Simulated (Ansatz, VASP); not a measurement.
ZnS in VASP and in Ansatz

File INCAR:

```
ALGO     = Normal         # electronic algorithm
EDIFF    = 1E-6           # SCF threshold, eV
EDIFFG   = -0.05          # ionic threshold
ENCUT    = 600            # plane-wave cutoff, eV
GGA      = PE             # functional
IBRION   = 2              # ionic algorithm
ISIF     = 3              # what is computed and relaxed
ISMEAR   = 0              # smearing method
LASPH    = True           # aspherical terms in the spheres
LCHARG   = False          # write CHGCAR
LREAL    = False          # projectors in reciprocal space
LWAVE    = False          # write WAVECAR
NELM     = 80             # most SCF steps
NSW      = 80             # ionic steps
PREC     = Accurate       # precision mode
SIGMA    = 0.1            # smearing width, eV
```

KPOINTS

```
k-points
0
Gamma
  6 6 6
```

POSCAR

```
ZnS
1.0
    0.0000000000      2.9635690125      2.9635690125
    2.9635690125      0.0000000000      2.9635690125
    2.9635690125      2.9635690125      0.0000000000
Zn S
1 1
Direct
    0.0000000000      0.0000000000      0.0000000000
    0.2500000000      0.2500000000      0.2500000000
```

Input for Ansatz:

```yaml
crystal:
  lattice:
    - [0.0, 2.9635690125, 2.9635690125]
    - [2.9635690125, 0.0, 2.9635690125]
    - [2.9635690125, 2.9635690125, 0.0]
  atoms:
    - { symbol: Zn, position: [0.0, 0.0, 0.0] }
    - { symbol: S, position: [0.25, 0.25, 0.25] }
basis:
  ecutwfc: 420
kpoints:
  mp_grid: { grid: [6, 6, 6] }
hamiltonian:
  xc: pbe
scf:
  occupations: { method: gaussian, width: 0.1 }
output:
  forces: true
  stress: true
  eigenvalues: true
relax:
  adjacent_minimum: "off"
  f_tol: 0.05
  max_steps: 60
  cell: { stress_tol: 0.5 }
```

Alike in both runs: task relaxation of cell and atoms; functional PBE; k mesh 6 × 6 × 6; occupations gaussian, width 0.1 eV; no spin polarisation.

|  | VASP | Ansatz |
| --- | --- | --- |
| version | VASP 6.6.1 | Ansatz 0.2.0 |
| potentials or method | VASP PAW PBE potentials, release 64 (Zn, S), cutoff 600 eV | scalar-relativistic, plane waves, PAW |
| valence electrons in the cell | 18 | 18 |

VASP gave:

- gap on the k mesh at the Fermi level, each at its own relaxed structure (eV): 2.00
- relaxed volume (Å³/atom): 20.27
- relaxed cell length with the largest relative difference (Å): 3.856

Task: Estimate Ansatz's values.

Result: gap on the k mesh at the Fermi level, each at its own relaxed structure (eV): 2.01; relaxed volume (Å³/atom): 20.18; relaxed cell length with the largest relative difference (Å): 3.850.

Noted on VASP's run: the volume moved by over 15 % at a fixed basis, so the end points are rough.
